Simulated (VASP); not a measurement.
Wanted: the native input for a VASP 6.6.1 run.

```yaml
Task: single point
Functional: PBE
Potentials_or_basis: VASP PAW PBE potentials, release 64 (K_sv, F)
Cutoff: 600 eV
k_mesh: 8 × 8 × 8
Occupations: gaussian, width 0.1 eV
Spin: no spin polarisation
Hubbard_terms: F p U = 8.4 eV
Dipole_correction: no
Further_INCAR_settings: ALGO = Normal; EDIFF = 1e-06; NBANDS = 15
```

The structure of KF lies in POSCAR:

```
KF
1.0
    0.0000000000      2.6544134050      2.6544134050
    2.6544134050      0.0000000000      2.6544134050
    2.6544134050      2.6544134050      0.0000000000
K F
1 1
Direct
    0.0000000000      0.0000000000      0.0000000000
    0.5000000000      0.5000000000      0.5000000000
```

These files were run (other wordings do the same):

INCAR

```
SYSTEM = KF
ALGO = Normal ; EDIFF = 1E-6
ENCUT = 600 ; GGA = PE
GGA_COMPAT = .False. ; ISIF = 2
ISMEAR = 0 ; LASPH = .True.
LCHARG = .False. ; LDAU = .True.
LDAUJ = 0 0 ; LDAUL = -1 1
LDAUPRINT = 1 ; LDAUTYPE = 2
LDAUU = 0 8.4 ; LREAL = .False.
LWAVE = .False. ; NBANDS = 15
NELM = 200 ; PREC = Accurate
SIGMA = 0.1
```

KPOINTS

```
k-points
0
Gamma
  8 8 8
  0 0 0
```

Potentials or basis: VASP PAW PBE potentials, release 64 (K_sv, F).

The run is started by

```bash
$ cat potpaw_PBE.64/K_sv/POTCAR potpaw_PBE.64/F/POTCAR > POTCAR
$ mpirun -np 1 vasp_std > vasp.out
```

It gave:

```yaml
Pressure: 0.6 GPa
Band_gap_on_the_k_mesh: 7.10 eV
```

Wall time 18 s on 1 thread of Intel(R) Xeon(R) Platinum 8259CL CPU @ 2.50GHz (Skylake/Cascade Lake), with other jobs on the host, peak memory 0.17 GiB.
